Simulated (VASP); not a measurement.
Crystal: Sr3Mg.

```
Sr Mg
1.0
     5.65022    0.00000    0.00000
     0.00000    5.65022    0.00000
     0.00000    0.00000    5.65022
Sr Mg
3 1
Direct
  0.50000 0.50000 0.00000
  0.50000 0.00000 0.50000
  0.00000 0.50000 0.50000
  0.00000 0.00000 0.00000
```

| Property | Result |
| --- | --- |
| Program | VASP 6.6.1 |
| Task | relaxation of cell and atoms |
| Functional | PBEsol |
| Potentials or basis | VASP PAW PBE potentials, release 64 (Sr_sv, Mg) |
| Cutoff | 600 eV |
| k mesh | 5 × 5 × 5 |
| Occupations | gaussian, width 0.1 eV |
| Spin | no spin polarisation |

At the start: pressure -0.6 GPa; volume 45.10 Å³/atom.

How do energy, volume and symmetry change on relaxing?

Over 4 steps the energy falls by 4.1 meV/atom and the volume is 43.11 Å³/atom (-4.4 %); space group Pm-3m (No. 221, to 0.05 Å).

Step by step:
| step | energy change (eV) | largest force (eV/Å) | pressure (GPa) | volume (Å³) |
| --- | --- | --- | --- | --- |
| 1 | 0.0000 | 0.0000 | -0.64 | 180.38 |
| 2 | -0.0134 | 0.0000 | -0.27 | 175.74 |
| 3 | -0.0162 | 0.0000 | -0.04 | 172.94 |
| 4 | -0.0163 | 0.0000 | 0.01 | 172.43 |

Final structure:
```yaml
crystal:
  lattice:
    - [5.56589, 0.00000, 0.00000]
    - [0.00000, 5.56589, 0.00000]
    - [0.00000, 0.00000, 5.56589]
  atoms:
    - { symbol: Sr, position: [0.50000, 0.50000, 0.00000] }
    - { symbol: Sr, position: [0.50000, 0.00000, 0.50000] }
    - { symbol: Sr, position: [0.00000, 0.50000, 0.50000] }
    - { symbol: Mg, position: [0.00000, 0.00000, 0.00000] }
```

Caveat: the PAW data sets were made with another functional, which shifts forces and pressure a little.
